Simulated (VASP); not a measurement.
PbS, 2 atoms in the cell. Symmetry: Fm-3m, No. 225, cubic system. Conventional cell: a = 5.895 Å, b = 5.895 Å, c = 5.895 Å, α = 90.00°, β = 90.00°, γ = 90.00°. Within 3.9 Å of Pb (site symmetry m-3m) lie 6 S at 2.95 Å. S (site symmetry m-3m) has 6 Pb at 2.95 Å within 3.9 Å. 

```yaml
Program: VASP 6.6.1
Task: relaxation of the atoms
Functional: r2SCAN
Potentials_or_basis: VASP PAW PBE potentials, release 64 (Pb_d, S)
Cutoff: 520 eV
k_mesh: 8 × 8 × 8
Occupations: fermi-dirac, width 0.02 eV
Spin: no spin polarisation
Dipole_correction: no
Further_INCAR_settings: ALGO = Normal; EDIFF = 1e-07; IBRION = 2; EDIFFG = -0.01; NSW = 50
```

Potentials or basis: VASP PAW PBE potentials, release 64 (Pb_d, S).

Run with:

```console
$ cat potpaw_PBE.64/Pb_d/POTCAR potpaw_PBE.64/S/POTCAR > POTCAR
$ cp INCAR.step1 INCAR
$ mpirun -np 1 vasp_std > vasp.out
$ cp INCAR.step2 INCAR
$ mpirun -np 1 vasp_std > vasp.out
```

Hardware: 1 thread of Oxide Virtual Turin-like Processor, on a shared host.

Task: Estimate the wall time of this run.

Result: Wall time 120 s on 1 thread of Oxide Virtual Turin-like Processor (shared host), peak memory 0.16 GiB. Counts: k points 29, ion steps 1.
